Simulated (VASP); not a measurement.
The system is SnTe.

```
Sn Te
1.0
     0.00000    3.20719    3.20719
     3.20719    0.00000    3.20719
     3.20719    3.20719    0.00000
Sn Te
1 1
Direct
  0.00000 0.00000 0.00000
  0.50000 0.50000 0.50000
```

- Program: VASP 6.6.1
- Task: relaxation of cell and atoms
- Functional: PBEsol
- Potentials or basis: VASP PAW PBE potentials, release 64 (Sn_d, Te)
- Cutoff: 600 eV
- k mesh: 6 × 6 × 6
- Occupations: fermi-dirac, width 0.02 eV
- Spin: no spin polarisation

At the start: pressure -2.4 GPa; volume 32.99 Å³/atom.

Task: How do energy, volume and symmetry change on relaxing?

Result: Over 3 steps the energy falls by 15.7 meV/atom and the volume is 31.06 Å³/atom (-5.8 %); space group Fm-3m (No. 225, to 0.1 Å) before and after.

Step by step:
| step | energy change (eV) | largest force (eV/Å) | pressure (GPa) | volume (Å³) |
| --- | --- | --- | --- | --- |
| 1 | 0.0000 | 0.0000 | -2.43 | 65.98 |
| 2 | -0.0298 | 0.0000 | 0.67 | 61.31 |
| 3 | -0.0315 | 0.0000 | 0.02 | 62.12 |

Final structure:
```
Sn Te
1.0
     0.00000    3.14342    3.14342
     3.14342    0.00000    3.14342
     3.14342    3.14342    0.00000
Sn Te
1 1
Cartesian
  0.0000 0.0000 0.0000
  3.1434 3.1434 3.1434
```

Caveat: the PAW data sets were made with another functional, which shifts forces and pressure a little.
